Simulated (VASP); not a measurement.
# MoS2 (R3m) in VASP: further runs

MoS2 is run at these levels: PBE; tasks: single point.

Program: VASP 6.6.1. These are calculated values, not measurements. Logs are shortened: lines on timing, memory, paths and dates and some standing lists are left out, and cuts for length are marked.

## Step 1: The cell of the first run

The structure is trigonal, space group R3m (No. 160). Conventional cell: a = 3.152 Å, b = 3.152 Å, c = 19.250 Å, α = 90.00°, β = 90.00°, γ = 120.00°. Mo (site symmetry 3m) has 6 S at 2.38 Å within 3.1 Å. S (site symmetry 3m) has 3 Mo at 2.38 Å and 1 S at 3.07 Å within 3.1 Å. S (site symmetry 3m) has 3 Mo at 2.38 Å and 1 S at 3.07 Å within 3.1 Å.

## Step 2: Single point, PBE

Contents of INCAR:

```
SYSTEM = MoS2
PREC     = Accurate       ! precision mode
ENCUT    = 500            ! plane-wave cutoff, eV
EDIFF    = 1E-6           ! SCF threshold, eV
ISMEAR   = 0              ! smearing method
SIGMA    = 0.02           ! smearing width, eV
LREAL    = .False.        ! projectors in reciprocal space
LASPH    = .True.         ! aspherical terms in the spheres
NELM     = 120            ! most SCF steps
ALGO     = Normal         ! electronic algorithm
ISIF     = 2              ! what is computed and relaxed
LWAVE    = .False.        ! write WAVECAR
LCHARG   = .True.         ! write CHGCAR
GGA      = PE             ! functional
LELF     = .True.         ! ELF
LVHAR    = .True.       
NBANDS   = 20             ! bands
GGA_COMPAT= .False.
```

Contents of KPOINTS:

```
regular mesh
0
Gamma
  9 9 9
  0 0 0
```

Contents of POSCAR:

```
MoS2
1.0
    1.5760684733      0.9099435573      6.4166181615
   -1.5760684733      0.9099435573      6.4166181615
    0.0000000000     -1.8198871146      6.4166181615
Mo S
1 2
Direct
    0.9997750400      0.9997750400      0.9997750400
    0.4129302200      0.4129302200      0.4129302200
    0.2532957400      0.2532957400      0.2532957400
```

Potentials or basis: VASP PAW PBE potentials, release 64 (Mo_sv, S).

Launch:

```sh
$ cat potpaw_PBE.64/Mo_sv/POTCAR potpaw_PBE.64/S/POTCAR > POTCAR
$ mpirun -np 1 vasp_std > vasp.out
```

OUTCAR:

```text
SYSTEM = MoS2
   PREC = Accurate
   ENCUT = 500
   EDIFF = 1E-6
   ISMEAR = 0
   LREAL = .False.
   LASPH = .True.
   NELM = 120
   ISIF = 2
   GGA = PE

 ion  position               nearest neighbor table
   1  1.000  1.000  1.000-   3 2.38   3 2.38   3 2.38   2 2.38   2 2.38   2 2.38
   2  0.413  0.413  0.413-   1 2.38   1 2.38   1 2.38
   3  0.253  0.253  0.253-   1 2.38   1 2.38   1 2.38

  LATTYP: Found a trigonal (rhomboedric) cell.
 ALAT       =     6.6697059711
 COS(alpha) =     0.8883222176

  Lattice vectors:

 A1 = (   1.5760684733,   0.9099435573,   6.4166181615)
 A2 = (  -1.5760684733,   0.9099435573,   6.4166181615)
 A3 = (   0.0000000000,  -1.8198871146,   6.4166181615)

Analysis of symmetry for initial positions (statically):
=====================================================================
 Subroutine PRICEL returns:
 Original cell was already a primitive cell.

 Routine SETGRP: Setting up the symmetry group for a
 trigonal (rhombohedral) supercell.

 Subroutine GETGRP returns: Found  6 space group operations
 (whereof  6 operations were pure point group operations)
 out of a pool of 12 trial point group operations.

The static configuration has the point symmetry C_3v.

Analysis of symmetry for dynamics (positions and initial velocities):
=====================================================================
 Subroutine PRICEL returns:
 Original cell was already a primitive cell.

 Routine SETGRP: Setting up the symmetry group for a
 trigonal (rhombohedral) supercell.

 Subroutine GETGRP returns: Found  6 space group operations
 (whereof  6 operations were pure point group operations)
 out of a pool of 12 trial point group operations.

The dynamic configuration has the point symmetry C_3v.

 Subroutine INISYM returns: Found  6 space group operations
 (whereof  6 operations are pure point group operations),
 and found     1 'primitive' translations

----------------------------------------------------------------------------------------

                                     Primitive cell

  volume of cell :      55.2137

  direct lattice vectors                    reciprocal lattice vectors
     1.576068473  0.909943557  6.416618161     0.317245100  0.183161544  0.051948445
    -1.576068473  0.909943557  6.416618161    -0.317245100  0.183161544  0.051948445
     0.000000000 -1.819887115  6.416618161     0.000000000 -0.366323087  0.051948445

  length of vectors
     6.669705971  6.669705971  6.669705971     0.369988169  0.369988169  0.369988169

  position of ions in fractional coordinates (direct lattice)
     0.999775040  0.999775040  0.999775040
     0.412930220  0.412930220  0.412930220
     0.253295740  0.253295740  0.253295740

  ion indices of the primitive-cell ions
   primitive index   ion index
                 1           1
                 2           2
                 3           3

----------------------------------------------------------------------------------------

 KPOINTS: regular mesh

Automatic generation of k-mesh.
 Grid dimensions read from file:
 generate k-points for:    9    9    9

 Generating k-lattice:

  Cartesian coordinates                     Fractional coordinates (reciprocal lattice)
     0.035249456  0.020351283  0.005772049     0.111111111 -0.000000000  0.000000000
    -0.035249456  0.020351283  0.005772049    -0.000000000  0.111111111  0.000000000
     0.000000000 -0.040702565  0.005772049     0.000000000  0.000000000  0.111111111

  Length of vectors
     0.041109797  0.041109797  0.041109797

  Shift w.r.t. Gamma in fractional coordinates (k-lattice)
     0.000000000  0.000000000  0.000000000

 Subroutine IBZKPT returns following result:
 ===========================================

 Found     85 irreducible k-points:

 Following reciprocal coordinates:
            Coordinates               Weight
  0.000000  0.000000  0.000000      1.000000
  0.111111  0.000000  0.000000      6.000000
  0.222222 -0.000000  0.000000      6.000000
  0.333333 -0.000000  0.000000      6.000000
  0.444444 -0.000000  0.000000      6.000000
  0.111111  0.111111  0.000000      6.000000
[... 16 lines left out ...]
 -0.333333  0.333333  0.000000      6.000000
  0.444444  0.444444  0.000000      6.000000
 [... further k-points ...]
   k-points           NKPTS =     85   k-points in BZ     NKDIM =     85   number of bands    NBANDS=     20
   number of dos      NEDOS =    301   number of ions     NIONS =      3
   total plane-waves  NPLWV = 125000
   dimension x,y,z NGX =    50 NGY =   50 NGZ =   50
   dimension x,y,z NGXF=   100 NGYF=  100 NGZF=  100
   ions per type =               1   2
   NGX,Y,Z   is equivalent  to a cutoff of  12.46, 12.46, 12.46 a.u.
   NGXF,Y,Z  is equivalent  to a cutoff of  24.93, 24.93, 24.93 a.u.
 SYSTEM =  MoS2
   PREC   = accura    normal or accurate (medium, high low for compatibility)
   ISTART =      0    job   : 0-new  1-cont  2-samecut
   ICHARG =      2    charge: 1-file 2-atom 10-const
   ISPIN  =      1    spin polarized calculation?
   LNONCOLLINEAR =      F non collinear calculations
   LSORBIT =      F    spin-orbit coupling
   LASPH  =      T    aspherical Exc in radial PAW
   ENCUT  =  500.0 eV  36.75 Ry    6.06 a.u.  12.16 12.16 12.16*2*pi/ulx,y,z
   NELM   =    120;   NELMIN=  2; NELMDL= -5     # of ELM steps
   EDIFF  = 0.1E-05   stopping-criterion for ELM
   LREAL  =      F    real-space projection
   EDIFFG = 0.1E-04   stopping-criterion for IOM
   NSW    =      0    number of steps for IOM
   IBRION =     -1    ionic relax: 0-MD 1-quasi-New 2-CG
   NFREE  =      0    steps in history (QN), initial steepest desc. (CG)
   ISIF   =      2    stress and relaxation
   ISYM   =      2    0-nonsym 1-usesym 2-fastsym
   POTIM  = 0.5000    time-step for ionic-motion
   TEBEG  =    0.0;   TEEND  =   0.0 temperature during run
   PSTRESS=    0.0 pullay stress
   NELECT =      26.0000    total number of electrons
   NUPDOWN=      -1.0000    fix difference up-down
   EMIN   =  10.00;   EMAX   =-10.00  energy-range for DOS
   EFERMI =   0.00;   METHOD = LEGACY
   ISMEAR =     0;   SIGMA  =   0.02  broadening in eV -4-tet -1-fermi 0-gaus
   EFERMI_NEDOS =   21; number of points for ismear=-14 and -15
   IALGO  =     38    algorithm
   IMIX   =      4    mixing-type and parameters
     AMIX     =   0.40;   BMIX     =  1.00
     AMIX_MAG =   1.60;   BMIX_MAG =  1.00
  volume/ion in A,a.u.               =      18.40       124.20
  Fermi-wavevector in a.u.,A,eV,Ry     =   1.273651  2.406851 22.071177  1.622186
  Thomas-Fermi vector in A             =   2.406462
   LORBIT       =      0    0 simple, 1 ext, 2 COOP (PROOUT), +10 PAW based schemes
   GGA     = PE    functional components
   LHFCALC =     F    Hartree Fock is set to
   AEXX    =    0.0000 exact exchange contribution
   IVDW    =     0    specifies the selected vdW correction
   LEPSILON=     F    determine dielectric tensor
   LRPA    =     F    only Hartree local field effects (RPA)
 non-spin polarized calculation
 Gauss-broadening in eV      SIGMA  =   0.02
  energy-cutoff  :      500.00
  volume of cell :       55.21
 maximum number of plane-waves:      1413
 NGX is ok and might be reduce to    50
   NGX = 25   NGY = 25   NGZ = 25

 number of electron      25.9999998 magnetization

 Free energy of the ion-electron system (eV)
  ---------------------------------------------------
  ext. energy  EPLUGINS =         0.00000000
  ---------------------------------------------------
  free energy    TOTEN  =       -21.80227152 eV

  energy without entropy =      -21.80227152  energy(sigma->0) =      -21.80227152

 E-fermi :   7.1410     XC(G=0): -10.5367

 val. band max:        7.0034124600   @ k =   0.4444   0.4444   0.4444
 cond. band min:       8.1316700252   @ k =  -0.2222   0.4444   0.1111
 fundamental gap:      1.1282575652
 Fermi energy:         7.1410166461

 k-point     1 :       0.0000    0.0000    0.0000
  band No.  band energies     occupation
      1     -54.3808      2.00000
      2     -28.5537      2.00000
      3     -28.3179      2.00000
      4     -28.3179      2.00000
      5      -7.9155      2.00000
      6      -6.3108      2.00000
[... 12 lines left out ...]
     19      14.9384      0.00000
     20      15.4885      0.00000

 k-point     2 :       0.1111    0.0000    0.0000
  band No.  band energies     occupation
      1     -54.3757      2.00000
      2     -28.5437      2.00000
      3     -28.3682      2.00000
      4     -28.3293      2.00000
      5      -7.7235      2.00000
      6      -6.2476      2.00000
[... 12 lines left out ...]
     19      15.1356      0.00000
     20      16.2275      0.00000

 k-point     3 :       0.2222   -0.0000    0.0000
  band No.  band energies     occupation
      1     -54.3629      2.00000
      2     -28.5184      2.00000
      3     -28.4938      2.00000
      4     -28.3579      2.00000
      5      -7.2008      2.00000
      6      -6.0759      2.00000
[... 12 lines left out ...]
     19      15.8248      0.00000
     20      16.0445      0.00000

 k-point     4 :       0.3333   -0.0000    0.0000
  band No.  band energies     occupation
      1     -54.3483      2.00000
      2     -28.6336      2.00000
      3     -28.4894      2.00000
      4     -28.3903      2.00000
      5      -6.5158      2.00000
      6      -5.8561      2.00000
[... 12 lines left out ...]
     19      14.4463      0.00000
     20      15.0330      0.00000

 k-point     5 :       0.4444   -0.0000    0.0000
  band No.  band energies     occupation
      1     -54.3388      2.00000
      2     -28.7233      2.00000
      3     -28.4705      2.00000
      4     -28.4113      2.00000
      5      -5.9845      2.00000
      6      -5.6958      2.00000
[... 12 lines left out ...]
     19      14.1511      0.00000
     20      14.6507      0.00000

 k-point     6 :       0.1111    0.1111    0.0000
  band No.  band energies     occupation
      1     -54.3757      2.00000
      2     -28.5437      2.00000
      3     -28.3682      2.00000
      4     -28.3293      2.00000
      5      -7.7187      2.00000
      6      -6.2564      2.00000
[... 12 lines left out ...]
     19      15.1617      0.00000
     20      16.2469      0.00000

 k-point     7 :       0.2222    0.1111    0.0000
  band No.  band energies     occupation
      1     -54.3668      2.00000
      2     -28.5261      2.00000
      3     -28.4516      2.00000
      4     -28.3538      2.00000
      5      -7.3563      2.00000
      6      -6.1443      2.00000
[... 12 lines left out ...]
     19      15.5326      0.00000
     20      16.4086      0.00000
[... 277 lines left out ...]
 k-point    20 :       0.3333    0.3333    0.0000
  band No.  band energies     occupation
      1     -54.3483      2.00000
      2     -28.6336      2.00000
      3     -28.4894      2.00000
      4     -28.3903      2.00000
      5      -6.4819      2.00000
      6      -5.9011      2.00000
[... 12 lines left out ...]
     19      14.7737      0.00000
     20      15.3811      0.00000

 k-point    21 :       0.4444    0.3333   -0.0000
  band No.  band energies     occupation
      1     -54.3410      2.00000
      2     -28.6791      2.00000
      3     -28.4749      2.00000
      4     -28.4309      2.00000
      5      -6.0887      2.00000
      6      -5.7703      2.00000
[... 12 lines left out ...]
     19      14.7073      0.00000
     20      15.7068      0.00000

 k-point    22 :      -0.4444    0.3333   -0.0000
  band No.  band energies     occupation
      1     -54.3346      2.00000
      2     -28.6740      2.00000
      3     -28.5126      2.00000
      4     -28.4622      2.00000
      5      -5.7292      2.00000
      6      -5.6176      2.00000
[... 12 lines left out ...]
     19      14.7044      0.00000
     20      15.6311      0.00000

 k-point    23 :      -0.3333    0.3333    0.0000
  band No.  band energies     occupation
      1     -54.3321      2.00000
      2     -28.6340      2.00000
      3     -28.5832      2.00000
      4     -28.4571      2.00000
      5      -5.5944      2.00000
      6      -5.5351      2.00000
[... 12 lines left out ...]
     19      14.5424      0.00000
     20      16.1550      0.00000

 k-point    24 :       0.4444    0.4444    0.0000
  band No.  band energies     occupation
      1     -54.3388      2.00000
      2     -28.7233      2.00000
      3     -28.4705      2.00000
      4     -28.4113      2.00000
      5      -5.9381      2.00000
      6      -5.7504      2.00000
[... 12 lines left out ...]
     19      14.2289      0.00000
     20      15.2229      0.00000

 [... further k-points ...]
[... 5 lines left out ...]
  --------------------------------------------------------------------------------------
  -------------------------------------------------------------------------------------
  Total        1.7864165      1.7864165      2.4311211      0.0000000      0.0000000      0.0000000
  in kB       51.8377707     51.8377707     70.5456418      0.0000000      0.0000000      0.0000000
  external PRESSURE =      58.0737277 kB  Pullay stress =       0.0000000 kB

 VOLUME and BASIS-vectors are now :
 -----------------------------------------------------------------------------
  energy-cutoff  :      500.00
  volume of cell :       55.21
      direct lattice vectors                 reciprocal lattice vectors
     1.576068473  0.909943557  6.416618161     0.317245100  0.183161544  0.051948445
    -1.576068473  0.909943557  6.416618161    -0.317245100  0.183161544  0.051948445
     0.000000000 -1.819887115  6.416618161     0.000000000 -0.366323087  0.051948445

 POSITION                                       TOTAL-FORCE (eV/Angst)
 -----------------------------------------------------------------------------------
      0.00000      0.00000     19.24552         0.000000     -0.000000     -0.001864
      0.00000      0.00000      7.94885         0.000000     -0.000000      0.664111
      0.00000      0.00000      4.87591         0.000000      0.000000     -0.662247
 -----------------------------------------------------------------------------------
    total drift:                               -0.000000     -0.000000     -0.000149

  FREE ENERGIE OF THE ION-ELECTRON SYSTEM (eV)
  ---------------------------------------------------
  free  energy   TOTEN  =       -21.8022715239 eV

  energy  without entropy=      -21.8022715239  energy(sigma->0) =      -21.80227152
```

Run time: 3.6 min. Hardware: 1 thread of Intel Xeon Platinum 8375C at 2.90GHz (Ice Lake), shared host; peak memory 0.36 GiB.

What came out:

| Item | Value |
| --- | --- |
| Free energy | -21.8023 eV |
| Pressure | 5.8 GPa |
| Largest force | 0.664 eV/Å |
| Band gap on the k mesh | 1.13 eV, indirect (least direct gap 1.73 eV) |

Forces in eV/Å, atoms in the order of the input:
```
Mo   0.000  0.000 -0.002
S    0.000  0.000  0.664
S    0.000  0.000 -0.662
```

Stress tensor (GPa, compression positive):
```
5.18 0.00 0.00
0.00 5.18 0.00
0.00 0.00 7.05
```

Levels at points of the mesh, in eV from the valence-band top:
```tsv
k point	band 10	band 11	band 12	band 13	band 14	band 15	band 16	band 17
(0.00, 0.00, 0.00)	-2.16	-2.16	-1.43	-0.96	2.26	2.26	2.63	2.63
```

A k mesh can miss the band edges. As with any semilocal functional, this PBE gap is likely too small.

## Step 3: Single point, PBE

This run uses another cell than the first one, of 18.97 Å³/atom, 1.031 times its volume.

Contents of INCAR:

```
PREC     = Accurate       # precision mode
ENCUT    = 500            # plane-wave cutoff, eV
EDIFF    = 1E-6           # SCF threshold, eV
ISMEAR   = 0              # smearing method
SIGMA    = 0.02           # smearing width, eV
LREAL    = False          # projectors in reciprocal space
LASPH    = True           # aspherical terms in the spheres
NELM     = 120            # most SCF steps
ALGO     = Normal         # electronic algorithm
ISIF     = 2              # what is computed and relaxed
LWAVE    = False          # write WAVECAR
LCHARG   = False          # write CHGCAR
GGA      = PE             # functional
NBANDS   = 20             # bands
GGA_COMPAT= False
```

Contents of KPOINTS:

```
regular mesh
0
Gamma
  9 9 9
```

Contents of POSCAR:

```
MoS2
1.0
    1.5921519155      0.9192293370      6.4820983796
   -1.5921519155      0.9192293370      6.4820983796
    0.0000000000     -1.8384586740      6.4820983796
Mo S
1 2
Direct
    1.0049174077      1.0049174077      1.0049174077
    0.4129302200      0.4129302200      0.4129302200
    0.2532957400      0.2532957400      0.2532957400
```

Potentials or basis: VASP PAW PBE potentials, release 64 (Mo_sv, S).

Launch:

```sh
$ cat potpaw_PBE.64/Mo_sv/POTCAR potpaw_PBE.64/S/POTCAR > POTCAR
$ mpirun -np 1 vasp_std > vasp.out
```

Run time: 3.3 min. Hardware: 1 thread of Intel Xeon Platinum 8375C at 2.90GHz (Ice Lake), shared host; peak memory 0.38 GiB.

It converged, with:

- Free energy: -21.6896 eV
- Pressure: 2.1 GPa
- Largest force: 2.992 eV/Å
- Band gap on the k mesh: 0.95 eV, indirect (least direct gap 1.66 eV)

Forces on the atoms (eV/Å):
```
Mo   0.000  0.000 -2.992
S    0.000  0.000  1.809
S    0.000  0.000  1.183
```

Stress tensor (GPa, compression positive):
```
1.70 0.00 0.00
0.00 1.70 0.00
0.00 0.00 2.79
```

Levels at points of the mesh, in eV from the valence-band top:
```
           k point  band 11  band 12  band 13  band 14  band 15  band 16
(0.00, 0.00, 0.00)    -2.07    -1.77    -0.63     1.93     1.93     2.65
```

Caveat: forces of over 1 eV/Å act on the atoms, so gaps and moduli don't describe the material at rest. A k mesh can miss the band edges.

## Step 4: Single point, PBE

This run uses another cell than the first one, of 19.54 Å³/atom, 1.062 times its volume.

Contents of INCAR:

```
SYSTEM = MoS2
  ALGO = Normal
  EDIFF = 1E-6
  ENCUT = 500
  GGA = PE
  GGA_COMPAT = .FALSE.
  ISIF = 2
  ISMEAR = 0
  LASPH = .TRUE.
  LCHARG = .TRUE.
  LELF = .TRUE.
  LREAL = .FALSE.
  LVHAR = .TRUE.
  LWAVE = .FALSE.
  NBANDS = 20
  NELM = 120
  PREC = Accurate
  SIGMA = 0.02
```

Contents of KPOINTS:

```
k-points
0
G
  9 9 9
  0 0 0
```

Contents of POSCAR:

```
MoS2
1.0
    1.6079168211      0.9283312095      6.5462817456
   -1.6079168211      0.9283312095      6.5462817456
    0.0000000000     -1.8566624190      6.5462817456
Mo S
1 2
Direct
    0.9997750400      0.9997750400      0.9997750400
    0.4129302200      0.4129302200      0.4129302200
    0.2532957400      0.2532957400      0.2532957400
```

Launch:

```sh
$ cat potpaw_PBE.64/Mo_sv/POTCAR potpaw_PBE.64/S/POTCAR > POTCAR
$ mpirun -np 1 vasp_std > vasp.out
```

Run time: 4 min. Hardware: 1 thread of Intel Xeon Platinum 8375C at 2.90GHz (Ice Lake), shared host; peak memory 0.38 GiB.

It converged, with:

```
Free energy            : -21.8323 eV
Pressure               : -2.6 GPa
Largest force          : 0.316 eV/Å
Band gap on the k mesh : 1.08 eV, indirect (least direct gap 1.60 eV)
```

Forces on the atoms (eV/Å):
```
Mo   0.000  0.000 -0.002
S    0.000  0.000 -0.315
S    0.000  0.000  0.316
```

Stress tensor (GPa, compression positive):
```
-3.00  0.00  0.00
 0.00 -3.00  0.00
 0.00  0.00 -1.95
```

Levels at points of the mesh, in eV from the valence-band top:
```
           k point  band 9  band 10  band 11  band 12  band 13  band 14  band 15  band 16  band 17  band 18
(0.00, 0.00, 0.00)   -3.07    -2.01    -2.01    -1.37    -0.79     2.15     2.15     2.44     2.44     5.42
```

A k mesh can miss the band edges.

## Step 5: Overview

```csv
cell,gap on the mesh (eV),pressure (GPa),largest force (eV/Å)
"a = 6.670 Å, angles 27.3°, 3 atoms",1.13,5.8,0.66
"a = 6.738 Å, angles 27.3°, 3 atoms",0.95,2.1,2.99
"a = 6.804 Å, angles 27.3°, 3 atoms",1.08,-2.6,0.32
```

Alike in all rows: task single point; level PBE; potentials or basis VASP PAW PBE potentials, release 64 (Mo_sv, S); no spin polarisation; k mesh 9 × 9 × 9; cutoff (eV) 500; smearing gaussian 0.02 eV.

Caveats: forces of over 1 eV/Å act on the atoms, so gaps and moduli don't describe the material at rest (some runs).

Total energies depend on the potentials used, so only differences within one code and one set of settings carry meaning.
